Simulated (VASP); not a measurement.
# NbAs (I4_1md) in VASP: a series of runs

The runs below take NbAs through single point, with PBE.

Program: VASP 6.6.1. These are calculated values, not measurements. Logs are shortened: lines on timing, memory, paths and dates and some standing lists are left out, and cuts for length are marked.

### Step 1. The cell of the first run

It takes space group I4_1md (No. 109, tetragonal). Conventional cell: a = 3.335 Å, b = 3.335 Å, c = 12.294 Å, α = 90.00°, β = 90.00°, γ = 90.00°. Within 3.5 Å of Nb (site symmetry 2mm) lie 6 As at 2.59 to 2.61 Å and 8 Nb at 3.33 to 3.50 Å. Within 3.5 Å of As (site symmetry 2mm) lie 6 Nb at 2.59 to 2.61 Å and 8 As at 3.33 to 3.50 Å.

### Step 2. Single point, PBE (biaxial strain in the a-b plane: -4.0 %, then relaxed in part)

INCAR reads:

```
ALGO     = Normal         # electronic algorithm
EDIFF    = 1E-6           # SCF threshold, eV
ENCUT    = 520            # plane-wave cutoff, eV
GGA      = PE             # functional
ISIF     = 2              # what is computed and relaxed
ISMEAR   = 0              # smearing method
LASPH    = True           # aspherical terms in the spheres
LCHARG   = False          # write CHGCAR
LREAL    = False          # projectors in reciprocal space
LWAVE    = False          # write WAVECAR
NBANDS   = 46             # bands
NELM     = 100            # most SCF steps
PREC     = Accurate       # precision mode
SIGMA    = 0.1            # smearing width, eV
```

KPOINTS reads:

```
k-points
0
Gamma
  10 10 4
```

POSCAR reads:

```
NbAs
1.0
    3.3345427693      0.0000000000      0.0000000000
    0.0000000000      3.3345427693      0.0000000000
    0.0000000000      0.0000000000     12.2935551207
Nb As
4 4
Direct
    0.5000000000      0.5000000000      1.0012278562
    0.5000000000      0.0000000000      0.2512278562
    0.0000000000      0.0000000000      0.5012278562
    0.0000000000      0.5000000000      0.7512278562
    0.0000000000      0.0000000000      0.9147721438
    0.0000000000      0.5000000000      0.1647721438
    0.5000000000      0.5000000000      0.4147721438
    0.5000000000      0.0000000000      0.6647721438
```

Potentials or basis: VASP PAW PBE potentials, release 64 (Nb_sv, As).

Run with:

```bash
cat potpaw_PBE.64/Nb_sv/POTCAR potpaw_PBE.64/As/POTCAR > POTCAR
mpirun -np 1 vasp_std > vasp.out
```

OUTCAR:

```text
EDIFF = 1E-6
   ENCUT = 520
   GGA = PE
   ISIF = 2
   ISMEAR = 0
   LASPH = True
   LREAL = False
   NELM = 100
   PREC = Accurate

 ion  position               nearest neighbor table
   1  0.500  0.500  0.001-   5 2.59   5 2.59   5 2.59   5 2.59   6 2.61   6 2.61
   2  0.500  0.000  0.251-   6 2.59   6 2.59   6 2.59   6 2.59   7 2.61   7 2.61
   3  0.000  0.000  0.501-   7 2.59   7 2.59   7 2.59   7 2.59   8 2.61   8 2.61
   4  0.000  0.500  0.751-   8 2.59   8 2.59   8 2.59   8 2.59   5 2.61   5 2.61
   5  0.000  0.000  0.915-   1 2.59   1 2.59   1 2.59   1 2.59   4 2.61   4 2.61
   6  0.000  0.500  0.165-   2 2.59   2 2.59   2 2.59   2 2.59   1 2.61   1 2.61
   7  0.500  0.500  0.415-   3 2.59   3 2.59   3 2.59   3 2.59   2 2.61   2 2.61
   8  0.500  0.000  0.665-   4 2.59   4 2.59   4 2.59   4 2.59   3 2.61   3 2.61

  LATTYP: Found a simple tetragonal cell.
 ALAT       =     3.3345427693
 C/A-ratio  =     3.6867288775

  Lattice vectors:

 A1 = (   3.3345427693,   0.0000000000,   0.0000000000)
 A2 = (   0.0000000000,   3.3345427693,   0.0000000000)
 A3 = (   0.0000000000,   0.0000000000,  12.2935551207)

Analysis of symmetry for initial positions (statically):
=====================================================================
 Subroutine PRICEL returns following result:

  LATTYP: Found a body centered tetragonal cell.
 ALAT       =     3.3345427693
 C/A-ratio  =     3.6867288775

  Lattice vectors:

 A1 = (  -1.6672713847,   1.6672713847,   6.1467775603)
 A2 = (   1.6672713847,  -1.6672713847,   6.1467775603)
 A3 = (   1.6672713847,   1.6672713846,  -6.1467775603)

   2 primitive cells build up your supercell.

 Routine SETGRP: Setting up the symmetry group for a
 simple tetragonal supercell.

 Subroutine GETGRP returns: Found  8 space group operations
 (whereof  4 operations were pure point group operations)
 out of a pool of 16 trial point group operations.

The static configuration has the point symmetry C_2v.
 The point group associated with its full space group is C_4v.

Analysis of symmetry for dynamics (positions and initial velocities):
=====================================================================
 Subroutine PRICEL returns following result:

  LATTYP: Found a body centered tetragonal cell.
 ALAT       =     3.3345427693
 C/A-ratio  =     3.6867288775

  Lattice vectors:

 A1 = (  -1.6672713847,   1.6672713847,   6.1467775603)
 A2 = (   1.6672713847,  -1.6672713847,   6.1467775603)
 A3 = (   1.6672713847,   1.6672713846,  -6.1467775603)

   2 primitive cells build up your supercell.

 Routine SETGRP: Setting up the symmetry group for a
 simple tetragonal supercell.

 Subroutine GETGRP returns: Found  8 space group operations
 (whereof  4 operations were pure point group operations)
 out of a pool of 16 trial point group operations.

The dynamic configuration has the point symmetry C_2v.
 The point group associated with its full space group is C_4v.

 Subroutine INISYM returns: Found  8 space group operations
 (whereof  4 operations are pure point group operations),
 and found     2 'primitive' translations

----------------------------------------------------------------------------------------

                                     Primitive cell

  volume of cell :      68.3471

  direct lattice vectors                    reciprocal lattice vectors
    -1.667271385  1.667271385  6.146777560     0.000000000  0.299891190  0.081343435
     1.667271385 -1.667271385  6.146777560     0.299891190  0.000000000  0.081343435
     1.667271385  1.667271385 -6.146777560     0.299891190  0.299891190  0.000000000

  length of vectors
     6.583499230  6.583499230  6.583499230     0.310727341  0.310727341  0.424110188

  position of ions in fractional coordinates (direct lattice)
     0.501227856  0.501227856  0.000000000
     0.251227856  0.751227856  0.500000000
     0.914772144  0.914772144  0.000000000
     0.664772144  0.164772144  0.500000000

  ion indices of the primitive-cell ions
   primitive index   ion index
                 1           1
                 2           2
                 3           7
                 4           6

----------------------------------------------------------------------------------------

 KPOINTS: k-points

Automatic generation of k-mesh.
 Grid dimensions read from file:
 generate k-points for:   10   10    4

 Generating k-lattice:

  Cartesian coordinates                     Fractional coordinates (reciprocal lattice)
     0.029989119  0.000000000  0.000000000     0.100000000  0.000000000  0.000000000
     0.000000000  0.029989119  0.000000000     0.000000000  0.100000000  0.000000000
     0.000000000  0.000000000  0.020335859     0.000000000  0.000000000  0.250000000

  Length of vectors
     0.029989119  0.029989119  0.020335859

  Shift w.r.t. Gamma in fractional coordinates (k-lattice)
     0.000000000  0.000000000  0.000000000

 Subroutine IBZKPT returns following result:
 ===========================================

 Found     63 irreducible k-points:

 Following reciprocal coordinates:
            Coordinates               Weight
  0.000000  0.000000  0.000000      1.000000
  0.100000  0.000000  0.000000      4.000000
  0.200000  0.000000  0.000000      4.000000
  0.300000  0.000000  0.000000      4.000000
  0.400000  0.000000  0.000000      4.000000
  0.500000  0.000000  0.000000      2.000000
[... 16 lines left out ...]
  0.100000  0.000000  0.250000      8.000000
  0.200000  0.000000  0.250000      8.000000
 [... further k-points ...]
   k-points           NKPTS =     63   k-points in BZ     NKDIM =     63   number of bands    NBANDS=     46
   number of dos      NEDOS =    301   number of ions     NIONS =      8
   total plane-waves  NPLWV =  75264
   dimension x,y,z NGX =    28 NGY =   28 NGZ =   96
   dimension x,y,z NGXF=    56 NGYF=   56 NGZF=  192
   ions per type =               4   4
   NGX,Y,Z   is equivalent  to a cutoff of  13.96, 13.96, 12.98 a.u.
   NGXF,Y,Z  is equivalent  to a cutoff of  27.92, 27.92, 25.96 a.u.
 SYSTEM =  unknown system
   PREC   = accura    normal or accurate (medium, high low for compatibility)
   ISTART =      0    job   : 0-new  1-cont  2-samecut
   ICHARG =      2    charge: 1-file 2-atom 10-const
   ISPIN  =      1    spin polarized calculation?
   LNONCOLLINEAR =      F non collinear calculations
   LSORBIT =      F    spin-orbit coupling
   LASPH  =      T    aspherical Exc in radial PAW
   ENCUT  =  520.0 eV  38.22 Ry    6.18 a.u.   6.20  6.20 22.86*2*pi/ulx,y,z
   NELM   =    100;   NELMIN=  2; NELMDL= -5     # of ELM steps
   EDIFF  = 0.1E-05   stopping-criterion for ELM
   LREAL  =      F    real-space projection
   EDIFFG = 0.1E-04   stopping-criterion for IOM
   NSW    =      0    number of steps for IOM
   IBRION =     -1    ionic relax: 0-MD 1-quasi-New 2-CG
   NFREE  =      0    steps in history (QN), initial steepest desc. (CG)
   ISIF   =      2    stress and relaxation
   ISYM   =      2    0-nonsym 1-usesym 2-fastsym
   POTIM  = 0.5000    time-step for ionic-motion
   TEBEG  =    0.0;   TEEND  =   0.0 temperature during run
   PSTRESS=    0.0 pullay stress
   NELECT =      72.0000    total number of electrons
   NUPDOWN=      -1.0000    fix difference up-down
   EMIN   =  10.00;   EMAX   =-10.00  energy-range for DOS
   EFERMI =   0.00;   METHOD = LEGACY
   ISMEAR =     0;   SIGMA  =   0.10  broadening in eV -4-tet -1-fermi 0-gaus
   EFERMI_NEDOS =   21; number of points for ismear=-14 and -15
   IALGO  =     38    algorithm
   IMIX   =      4    mixing-type and parameters
     AMIX     =   0.40;   BMIX     =  1.00
     AMIX_MAG =   1.60;   BMIX_MAG =  1.00
  volume/ion in A,a.u.               =      17.09       115.31
  Fermi-wavevector in a.u.,A,eV,Ry     =   1.322114  2.498434 23.782793  1.747986
  Thomas-Fermi vector in A             =   2.451819
   LORBIT       =      0    0 simple, 1 ext, 2 COOP (PROOUT), +10 PAW based schemes
   GGA     = PE    functional components
   LHFCALC =     F    Hartree Fock is set to
   AEXX    =    0.0000 exact exchange contribution
   IVDW    =     0    specifies the selected vdW correction
   LEPSILON=     F    determine dielectric tensor
   LRPA    =     F    only Hartree local field effects (RPA)
 non-spin polarized calculation
 Gauss-broadening in eV      SIGMA  =   0.10
  energy-cutoff  :      520.00
  volume of cell :      136.69
 maximum number of plane-waves:      3704
 NGX is ok and might be reduce to    28
   NGX = 13   NGY = 13   NGZ = 45

 number of electron      72.0000002 magnetization

 Free energy of the ion-electron system (eV)
  ---------------------------------------------------
  ext. energy  EPLUGINS =         0.00000000
  ---------------------------------------------------
  free energy    TOTEN  =       -64.61710263 eV

  energy without entropy =      -64.60999500  energy(sigma->0) =      -64.61354882

 E-fermi :   9.8901     XC(G=0): -11.9244

 val. band max:        9.8552000037   @ k =   0.4000   0.0000   0.0000
 cond. band min:       9.8965749106   @ k =   0.2000   0.2000   0.0000
 fundamental gap:      0.0413749069
 Fermi energy:         9.8900931665

 k-point     1 :       0.0000    0.0000    0.0000
  band No.  band energies     occupation
      1     -45.2248      2.00000
      2     -45.2148      2.00000
      3     -45.2148      2.00000
      4     -45.2048      2.00000
      5     -21.4836      2.00000
      6     -21.3557      2.00000
[... 38 lines left out ...]
     45      12.7202      0.00000
     46      13.1958      0.00000

 k-point     2 :       0.1000    0.0000    0.0000
  band No.  band energies     occupation
      1     -45.2227      2.00000
      2     -45.2132      2.00000
      3     -45.2128      2.00000
      4     -45.2032      2.00000
      5     -21.4771      2.00000
      6     -21.3605      2.00000
[... 38 lines left out ...]
     45      12.8009      0.00000
     46      12.8334      0.00000

 k-point     3 :       0.2000    0.0000    0.0000
  band No.  band energies     occupation
      1     -45.2174      2.00000
      2     -45.2093      2.00000
      3     -45.2074      2.00000
      4     -45.1993      2.00000
      5     -21.4616      2.00000
      6     -21.4034      2.00000
[... 1018 lines left out ...]
     45      12.7148      0.00000
     46      12.8634      0.00000

 k-point    24 :       0.2000    0.0000    0.2500
  band No.  band energies     occupation
      1     -45.2167      2.00000
      2     -45.2119      2.00000
      3     -45.2048      2.00000
      4     -45.2000      2.00000
      5     -21.4539      2.00000
      6     -21.4107      2.00000
[... 38 lines left out ...]
     45      12.8746      0.00000
     46      13.0725      0.00000

 [... further k-points ...]
[... 5 lines left out ...]
  --------------------------------------------------------------------------------------
  -------------------------------------------------------------------------------------
  Total       10.6785506     10.6785506      0.0217574      0.0000000      0.0000000      0.0000000
  in kB      125.1620930    125.1620930      0.2550158      0.0000000      0.0000000      0.0000000
  external PRESSURE =      83.5264006 kB  Pullay stress =       0.0000000 kB

 VOLUME and BASIS-vectors are now :
 -----------------------------------------------------------------------------
  energy-cutoff  :      520.00
  volume of cell :      136.69
      direct lattice vectors                 reciprocal lattice vectors
     3.334542769  0.000000000  0.000000000     0.299891190  0.000000000  0.000000000
     0.000000000  3.334542769  0.000000000     0.000000000  0.299891190  0.000000000
     0.000000000  0.000000000 12.293555121     0.000000000  0.000000000  0.081343435

 POSITION                                       TOTAL-FORCE (eV/Angst)
 -----------------------------------------------------------------------------------
      1.66727      1.66727      0.01509         0.000000     -0.000000      0.002107
      1.66727      0.00000      3.08848        -0.000000      0.000000      0.002107
      0.00000      0.00000      6.16187         0.000000      0.000000      0.002107
      0.00000      1.66727      9.23526         0.000000      0.000000      0.002107
      0.00000      0.00000     11.24580         0.000000      0.000000     -0.002107
      0.00000      1.66727      2.02564         0.000000      0.000000     -0.002107
      1.66727      1.66727      5.09902         0.000000      0.000000     -0.002107
      1.66727      0.00000      8.17241         0.000000      0.000000     -0.002107
 -----------------------------------------------------------------------------------
    total drift:                                0.000000      0.000000     -0.000672

  FREE ENERGIE OF THE ION-ELECTRON SYSTEM (eV)
  ---------------------------------------------------
  free  energy   TOTEN  =       -64.6171026282 eV

  energy  without entropy=      -64.6099950024  energy(sigma->0) =      -64.61354882
```

Run time: 10 min. Hardware: 1 thread of Intel Xeon Platinum 8488C (Sapphire Rapids), shared host; peak memory 0.45 GiB.

What came out:

```
Free energy            : -64.6171 eV
Pressure               : 8.4 GPa
Band gap on the k mesh : zero (bands 36 and 37 overlap by 0.26 eV)
```

Forces in eV/Å, atoms in the order of the input:
```
Nb   0.000  0.000  0.002
Nb   0.000  0.000  0.002
Nb   0.000  0.000  0.002
Nb   0.000  0.000  0.002
As   0.000  0.000 -0.002
As   0.000  0.000 -0.002
As   0.000  0.000 -0.002
As   0.000  0.000 -0.002
```

Stress tensor (GPa, compression positive):
```
12.52  0.00  0.00
 0.00 12.52  0.00
 0.00  0.00  0.03
```

Caveat: the cell differs from its parent crystal (biaxial strain in the a-b plane: -4.0 %, then relaxed in part); the stress differs along the axes, from 0 to 13 GPa.

(Part 1 of 2 ends here.)

The gap in the log of VASP goes by the Fermi energy; the results here count the filled bands.